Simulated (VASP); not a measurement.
**Ta: relaxation of cell and atoms with PBEsol-based screened hybrid with 25 % exact exchange**

Ta:

```
Ta
1.0
    -1.65128    1.65128    1.65128
     1.65128   -1.65128    1.65128
     1.65128    1.65128   -1.65128
Ta
1
Cartesian
  0.0000 0.0000 0.0000
```

| Item | Value |
| --- | --- |
| Program | VASP 6.6.1 |
| Task | relaxation of cell and atoms |
| Functional | PBEsol-based screened hybrid with 25 % exact exchange |
| Potentials or basis | VASP PAW PBE potentials, release 64 (Ta_pv) |
| Cutoff | 600 eV |
| k mesh | 6 × 6 × 6 |
| Occupations | fermi-dirac, width 0.05 eV |
| Spin | no spin polarisation |
| Dipole correction | no |
| Grid for exact exchange (PRECFOCK) | Normal |
| Share of exact exchange | 0.25 |
| Further INCAR settings | ALGO = Normal; EDIFF = 1e-07; IBRION = 2; EDIFFG = -0.01; NSW = 60; ISIF = 3 |
| Screening parameter | 0.207 1/Å |

```yaml
Relaxed_volume: 17.90 Å³/atom
Relaxed_cell: a = 2.855 Å, b = 2.855 Å, c = 2.855 Å, α = 109.47°, β = 109.47°, γ = 109.47°
Space_group_after_relaxing_to_0.1_Å: Im-3m (No. 229)
Energy_gained_by_relaxing: 0.4 meV/atom
Ionic_steps: 3
Pressure_after_relaxing: 0.0 GPa
Band_gap_on_the_k_mesh: zero (an odd number of electrons rules out a gap without spin polarisation)
```

Step by step:
```tsv
step	energy change (eV)	largest force (eV/Å)	pressure (GPa)	volume (Å³)
1	0.0000	0.0000	-1.18	18.01
2	0.0016	0.0000	2.73	17.67
3	-0.0004	0.0000	0.03	17.90
```

Final structure:
```
CELL_PARAMETERS angstrom
-1.64805 1.64805 1.64805
1.64805 -1.64805 1.64805
1.64805 1.64805 -1.64805
ATOMIC_POSITIONS crystal
Ta 0.00000 0.00000 0.00000
```

Levels at points of the mesh, in eV from the Fermi level:
| k point | band 3 | band 4 | band 5 | band 6 | band 7 | band 8 |
| --- | --- | --- | --- | --- | --- | --- |
| (0.00, 0.00, 0.00) | -35.26 | -8.89 | 1.33 | 1.33 | 1.33 | 4.99 |
| (0.50, 0.00, 0.00) | -35.26 | -4.90 | -1.64 | 1.62 | 4.84 | 5.90 |
| (0.50, 0.50, 0.50) | -36.17 | -4.26 | -4.26 | 7.89 | 7.89 | 7.89 |

Wall time 19 min on 1 thread of Intel(R) Xeon(R) 6975P-C (Granite Rapids), with other jobs on the host, peak memory 0.27 GiB.

Caveat: the k points lie up to 0.45 Å⁻¹ apart in the final cell, too coarse for converged energies and pressures of a metal; the PAW data sets were made with another functional, which shifts forces and pressure a little; spin-orbit coupling is left out, which moves the levels of the heavy elements.
